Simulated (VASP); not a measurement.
**Al12H: single point with PBEsol**

Al12H, a slab with vacuum:

```
Al H
1.0
     5.67885    0.00000    0.00000
     0.00000    5.67885    0.00000
     0.00000    0.00000   21.14135
Al H
12 1
Direct
  0.25000 0.25000 0.18920
  0.25000 0.75000 0.18920
  0.75000 0.25000 0.18920
  0.75000 0.75000 0.18920
  0.00000 0.00000 0.28708
  0.00000 0.50000 0.28708
  0.50000 0.00000 0.28708
  0.50000 0.50000 0.28708
  0.25000 0.25000 0.38509
  0.25000 0.75000 0.38509
  0.75000 0.25000 0.38509
  0.75000 0.75000 0.38509
  0.50000 0.50000 0.50665
```

* Program: VASP 6.6.1
* Task: single point
* Functional: PBEsol
* Potentials or basis: VASP PAW PBE potentials, release 64 (Al, H)
* Cutoff: 520 eV
* k mesh: 5 × 5 × 1
* Occupations: gaussian, width 0.1 eV
* Spin: no spin polarisation

* Largest force: 1.107 eV/Å
* Band gap on the k mesh: zero (an odd number of electrons rules out a gap without spin polarisation)

Forces in eV/Å, atoms in the order of the input:
```
Al  -0.056 -0.056  0.014
Al  -0.056  0.056  0.014
Al   0.056 -0.056  0.014
Al   0.056  0.056  0.014
Al   0.000  0.000 -0.058
Al   0.000  0.000 -0.003
Al   0.000  0.000 -0.003
Al   0.000  0.000  0.137
Al  -0.041 -0.041  0.244
Al  -0.041  0.041  0.244
Al   0.041 -0.041  0.244
Al   0.041  0.041  0.244
H    0.000  0.000 -1.107
```

Levels at points of the mesh, in eV from the Fermi level:
```csv
k point,band 16,band 17,band 18,band 19,band 20,band 21,band 22,band 23
"(0.00, 0.00, 0.00)",-0.74,-0.73,-0.48,-0.35,0.00,0.01,0.01,0.35
```

It took 5.1 min on 1 thread of Intel(R) Xeon(R) Platinum 8559C (Emerald Rapids) (shared host), peak memory 0.58 GiB.

Caveat: the PAW data sets were made with another functional, which shifts forces and pressure a little.
